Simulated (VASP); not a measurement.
# SiO2 (fluorite type) (Fm-3m) in VASP: notebook, part 2 of 2

VASP 6.6.1. Earlier steps stand in the parts before.

## (3) Single point, PBE

Contents of INCAR:

```
SYSTEM = SiO2
PREC = Accurate
ENCUT = 600
EDIFF = 1E-6
ISMEAR = -1
SIGMA = 0.06122561905347299
LREAL = .False.
LASPH = .True.
NELM = 120
ALGO = Normal
ISIF = 2
LWAVE = .False.
LCHARG = .False.
GGA = PE
NBANDS = 15
GGA_COMPAT = .False.
```

Contents of KPOINTS:

```
regular mesh
0
Gamma
  21 21 21
  0 0 0
```

Contents of POSCAR:

```
SiO2
1.0
    0.0000000000      2.3360591029      2.3360591029
    2.3360591029      0.0000000000      2.3360591029
    2.3360591029      2.3360591029      0.0000000000
Si O
1 2
Direct
    0.0000000000      0.0000000000      0.0000000000
    0.2500000000      0.2500000000      0.2500000000
    0.7500000000      0.7500000000      0.7500000000
```

Potentials or basis: VASP PAW PBE potentials, release 64 (Si, O).

On the command line:

```sh
$ cat potpaw_PBE.64/Si/POTCAR potpaw_PBE.64/O/POTCAR > POTCAR
$ mpirun -np 1 vasp_std > vasp.out
```

OUTCAR:

```text
SYSTEM = SiO2
   PREC = Accurate
   ENCUT = 600
   EDIFF = 1E-6
   ISMEAR = -1
   LREAL = .False.
   LASPH = .True.
   NELM = 120
   ISIF = 2
   GGA = PE

 ion  position               nearest neighbor table
   1  0.000  0.000  0.000-   3 2.02   3 2.02   3 2.02   2 2.02   3 2.02   2 2.02   2 2.02   2 2.02

   2  0.250  0.250  0.250-   1 2.02   1 2.02   1 2.02   1 2.02
   3  0.750  0.750  0.750-   1 2.02   1 2.02   1 2.02   1 2.02

  LATTYP: Found a face centered cubic cell.
 ALAT       =     4.6721182058

  Lattice vectors:

 A1 = (   0.0000000000,   2.3360591029,   2.3360591029)
 A2 = (   2.3360591029,   0.0000000000,   2.3360591029)
 A3 = (   2.3360591029,   2.3360591029,   0.0000000000)

Analysis of symmetry for initial positions (statically):
=====================================================================
 Subroutine PRICEL returns:
 Original cell was already a primitive cell.

 Routine SETGRP: Setting up the symmetry group for a
 face centered cubic supercell.

 Subroutine GETGRP returns: Found 48 space group operations
 (whereof 48 operations were pure point group operations)
 out of a pool of 48 trial point group operations.

The static configuration has the point symmetry O_h .

Analysis of symmetry for dynamics (positions and initial velocities):
=====================================================================
 Subroutine PRICEL returns:
 Original cell was already a primitive cell.

 Routine SETGRP: Setting up the symmetry group for a
 face centered cubic supercell.

 Subroutine GETGRP returns: Found 48 space group operations
 (whereof 48 operations were pure point group operations)
 out of a pool of 48 trial point group operations.

The dynamic configuration has the point symmetry O_h .

 Subroutine INISYM returns: Found 48 space group operations
 (whereof 48 operations are pure point group operations),
 and found     1 'primitive' translations

----------------------------------------------------------------------------------------

                                     Primitive cell

  volume of cell :      25.4966

  direct lattice vectors                    reciprocal lattice vectors
     0.000000000  2.336059103  2.336059103    -0.214035681  0.214035681  0.214035681
     2.336059103  0.000000000  2.336059103     0.214035681 -0.214035681  0.214035681
     2.336059103  2.336059103  0.000000000     0.214035681  0.214035681 -0.214035681

  length of vectors
     3.303686466  3.303686466  3.303686466     0.370720673  0.370720673  0.370720673

  position of ions in fractional coordinates (direct lattice)
     0.000000000  0.000000000  0.000000000
     0.250000000  0.250000000  0.250000000
     0.750000000  0.750000000  0.750000000

  ion indices of the primitive-cell ions
   primitive index   ion index
                 1           1
                 2           2
                 3           3

----------------------------------------------------------------------------------------

 KPOINTS: regular mesh

Automatic generation of k-mesh.
 Grid dimensions read from file:
 generate k-points for:   21   21   21

 Generating k-lattice:

[... 44 lines left out ...]
   number of dos      NEDOS =    301   number of ions     NIONS =      3
   total plane-waves  NPLWV =  21952
   dimension x,y,z NGX =    28 NGY =   28 NGZ =   28
   dimension x,y,z NGXF=    56 NGYF=   56 NGZF=   56
   ions per type =               1   2
   NGX,Y,Z   is equivalent  to a cutoff of  14.09, 14.09, 14.09 a.u.
   NGXF,Y,Z  is equivalent  to a cutoff of  28.18, 28.18, 28.18 a.u.
 SYSTEM =  SiO2
   PREC   = accura    normal or accurate (medium, high low for compatibility)
   ISTART =      0    job   : 0-new  1-cont  2-samecut
   ICHARG =      2    charge: 1-file 2-atom 10-const
   ISPIN  =      1    spin polarized calculation?
   LNONCOLLINEAR =      F non collinear calculations
   LSORBIT =      F    spin-orbit coupling
   LASPH  =      T    aspherical Exc in radial PAW
   ENCUT  =  600.0 eV  44.10 Ry    6.64 a.u.   6.60  6.60  6.60*2*pi/ulx,y,z
   NELM   =    120;   NELMIN=  2; NELMDL= -5     # of ELM steps
   EDIFF  = 0.1E-05   stopping-criterion for ELM
   LREAL  =      F    real-space projection
   EDIFFG = 0.1E-04   stopping-criterion for IOM
   NSW    =      0    number of steps for IOM
   IBRION =     -1    ionic relax: 0-MD 1-quasi-New 2-CG
   NFREE  =      0    steps in history (QN), initial steepest desc. (CG)
   ISIF   =      2    stress and relaxation
   ISYM   =      2    0-nonsym 1-usesym 2-fastsym
   POTIM  = 0.5000    time-step for ionic-motion
   TEBEG  =    0.0;   TEEND  =   0.0 temperature during run
   PSTRESS=    0.0 pullay stress
   NELECT =      16.0000    total number of electrons
   NUPDOWN=      -1.0000    fix difference up-down
   EMIN   =  10.00;   EMAX   =-10.00  energy-range for DOS
   EFERMI =   0.00;   METHOD = LEGACY
   ISMEAR =    -1;   SIGMA  =   0.06  broadening in eV -4-tet -1-fermi 0-gaus
   EFERMI_NEDOS =   21; number of points for ismear=-14 and -15
   IALGO  =     38    algorithm
   IMIX   =      4    mixing-type and parameters
     AMIX     =   0.40;   BMIX     =  1.00
     AMIX_MAG =   1.60;   BMIX_MAG =  1.00
  volume/ion in A,a.u.               =       8.50        57.35
  Fermi-wavevector in a.u.,A,eV,Ry     =   1.401590  2.648621 26.728028  1.964455
  Thomas-Fermi vector in A             =   2.524436
   LORBIT       =      0    0 simple, 1 ext, 2 COOP (PROOUT), +10 PAW based schemes
   GGA     = PE    functional components
   LHFCALC =     F    Hartree Fock is set to
   AEXX    =    0.0000 exact exchange contribution
   IVDW    =     0    specifies the selected vdW correction
   LEPSILON=     F    determine dielectric tensor
   LRPA    =     F    only Hartree local field effects (RPA)
 non-spin polarized calculation
  energy-cutoff  :      600.00
  volume of cell :       25.50
 maximum number of plane-waves:       878
   NGX = 13   NGY = 13   NGZ = 13

 number of electron      16.0000001 magnetization

 Free energy of the ion-electron system (eV)
  ---------------------------------------------------
  ext. energy  EPLUGINS =         0.00000000
  ---------------------------------------------------
  free energy    TOTEN  =       -19.87418843 eV

  energy without entropy =      -19.87418766  energy(sigma->0) =      -19.87418804

 E-fermi :   8.8391     XC(G=0): -11.9430

 val. band max:        8.2013409601   @ k =  -0.4762   0.4762   0.0000
 cond. band min:       9.2150588162   @ k =   0.0000   0.0000   0.0000
 fundamental gap:      1.0137178562
 Fermi energy:         8.8391049759

 k-point     1 :       0.0000    0.0000    0.0000
  band No.  band energies     occupation
      1     -13.6455      2.00000
      2      -7.7648      2.00000
      3       3.0454      2.00000
      4       3.0454      2.00000
      5       3.0454      2.00000
      6       6.1500      2.00000
      7       6.1500      2.00000
      8       6.1500      2.00000
      9       9.2151      0.00430
     10      13.9414      0.00000
     11      13.9414      0.00000
     12      13.9414      0.00000
     13      20.5738      0.00000
     14      20.5738      0.00000
[... 401 lines left out ...]
      2      -9.8643      2.00000
      3       1.2748      2.00000
      4       3.0775      2.00000
      5       3.5021      2.00000
      6       3.5764      2.00000
      7       4.2774      2.00000
      8       5.0883      2.00000
      9      13.0443      0.00000
     10      16.7092      0.00000
     11      16.8130      0.00000
     12      17.2393      0.00000
     13      21.5113      0.00000
     14      21.9527      0.00000
     15      24.3131      0.00000

 [... further k-points ...]

------------------------ aborting loop because EDIFF is reached ----------------------------------------

  FORCE on cell =-STRESS in cart. coord.  units (eV):
  Direction    XX          YY          ZZ          XY          YZ          ZX
  --------------------------------------------------------------------------------------
  -------------------------------------------------------------------------------------
  Total       -2.2025313     -2.2025313     -2.2025313      0.0000000      0.0000000      0.0000000
  in kB     -138.4048157   -138.4048157   -138.4048157      0.0000000      0.0000000      0.0000000
  external PRESSURE =    -138.4048157 kB  Pullay stress =       0.0000000 kB

 VOLUME and BASIS-vectors are now :
 -----------------------------------------------------------------------------
  energy-cutoff  :      600.00
  volume of cell :       25.50
      direct lattice vectors                 reciprocal lattice vectors
     0.000000000  2.336059103  2.336059103    -0.214035681  0.214035681  0.214035681
     2.336059103  0.000000000  2.336059103     0.214035681 -0.214035681  0.214035681
     2.336059103  2.336059103  0.000000000     0.214035681  0.214035681 -0.214035681

 POSITION                                       TOTAL-FORCE (eV/Angst)
 -----------------------------------------------------------------------------------
      0.00000      0.00000      0.00000         0.000000     -0.000000     -0.000000
      1.16803      1.16803      1.16803         0.000000      0.000000      0.000000
      3.50409      3.50409      3.50409        -0.000000     -0.000000     -0.000000
 -----------------------------------------------------------------------------------
    total drift:                                0.000000      0.000000      0.000000

  FREE ENERGIE OF THE ION-ELECTRON SYSTEM (eV)
  ---------------------------------------------------
  free  energy   TOTEN  =       -19.8741884288 eV

  energy  without entropy=      -19.8741876579  energy(sigma->0) =      -19.87418804
```

Run time: 84 s. Hardware: 1 thread of AMD EPYC 9R45 (Zen 5), shared host; peak memory 0.21 GiB.

Results:

| Item | Value |
| --- | --- |
| Free energy | -19.8742 eV |
| Pressure | -13.8 GPa |
| Band gap on the k mesh | 1.01 eV, indirect (least direct gap 1.96 eV) |

Levels at points of the mesh, in eV from the valence-band top:
| k point | band 6 | band 7 | band 8 | band 9 | band 10 | band 11 |
| --- | --- | --- | --- | --- | --- | --- |
| (0.00, 0.00, 0.00) | -2.05 | -2.05 | -2.05 | 1.01 | 5.74 | 5.74 |
